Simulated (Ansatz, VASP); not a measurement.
# One calculation of Cu, two programs

Contents of INCAR:

```
PREC = Accurate
ENCUT = 520
EDIFF = 1E-6
ISMEAR = 0
SIGMA = 0.15
LREAL = False
LASPH = True
NELM = 80
ALGO = Fast
ISIF = 2
LWAVE = False
LCHARG = True
GGA = PE
LELF = True
LVHAR = True
NBANDS = 12
```

File KPOINTS:

```
Automatic mesh
0
Gamma
  20 20 20
```

Contents of POSCAR:

```
Cu
1.0
    0.0000000000      1.9050215492      1.8143062373
    1.7235909254      0.0000000000      1.8143062373
    1.7235909254      1.9050215492      0.0000000000
Cu
1
Direct
    0.0000000000      0.0000000000      0.0000000000
```

Input for Ansatz:

```yaml
crystal:
  lattice:
    - [0.0, 1.9050215492, 1.8143062373]
    - [1.7235909254, 0.0, 1.8143062373]
    - [1.7235909254, 1.9050215492, 0.0]
  atoms:
    - { symbol: Cu, position: [0.0, 0.0, 0.0] }
basis:
  ecutwfc: 520.0
kpoints:
  mp_grid: { grid: [20, 20, 20] }
hamiltonian:
  xc: pbe
  pseudopotentials: { kind: paw, azcp: { folder: soft_1 } }
scf:
  occupations: { method: gaussian, width: 0.15 }
output:
  forces: true
  stress: true
  eigenvalues: true
```

Change from the starting cell: engineering shear strain xy +0.0000, strain +e along x and -e along y -0.0500.

Alike in both runs: task single point; functional PBE; k mesh 20 × 20 × 20; occupations gaussian, width 0.15 eV; no spin polarisation.

|  | VASP | Ansatz |
| --- | --- | --- |
| version | VASP 6.6.1 | Ansatz 0.2.0 |
| potentials or method | VASP PAW PBE potentials, release 64 (Cu), cutoff 520 eV | scalar-relativistic, plane waves, PAW |
| valence electrons in the cell | 11 | 19 |

|  | VASP | Ansatz | Ansatz less VASP |
| --- | --- | --- | --- |
| gap on the k mesh at the Fermi level (eV) | none | none | - |
| pressure (GPa) | 1.2 | 0.6 | -0.61 |
| traceless stress, the component that is largest in VASP (GPa) | -3.40 | -3.41 | -0.010 |

A gap of «none» marks a metal or a gap that the smearing closes. The functional is the same, so the differences come from potentials, cutoffs and numerics. VASP's potentials hold 11 valence electrons a cell and Ansatz's 19, so a difference there can come from the potentials and not from the codes.
